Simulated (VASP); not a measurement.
Ir: single point with PBE

The system is Ir.

```
Ir
1.0
     0.00000    1.96154    1.96154
     1.96154    0.00000    1.96154
     1.96154    1.96154    0.00000
Ir
1
Direct
  0.00000 0.00000 0.00000
```

This cell differs from its parent crystal: volume scaled by 1.04.

| Property | Result |
| --- | --- |
| Program | VASP 6.6.1 |
| Task | single point |
| Functional | PBE |
| Potentials or basis | VASP PAW PBE potentials, release 64 (Ir) |
| Cutoff | 520 eV |
| k mesh | 23 × 23 × 23 |
| Occupations | fermi-dirac, width 0.1 eV |
| Spin | no spin polarisation |

- Pressure: -12.1 GPa

Levels at points of the mesh, in eV from the Fermi level:
```tsv
k point	band 1	band 2	band 3	band 4	band 5	band 6	band 7	band 8	band 9
(0.00, 0.00, 0.00)	-10.40	-3.49	-3.49	-3.49	-1.06	-1.06	14.47	19.67	19.67
```

Run time: 68 s on 1 thread of Intel Xeon 8259CL (shared host), peak memory 0.19 GiB.

Caveat: spin-orbit coupling is left out, which moves the levels of the heavy elements.
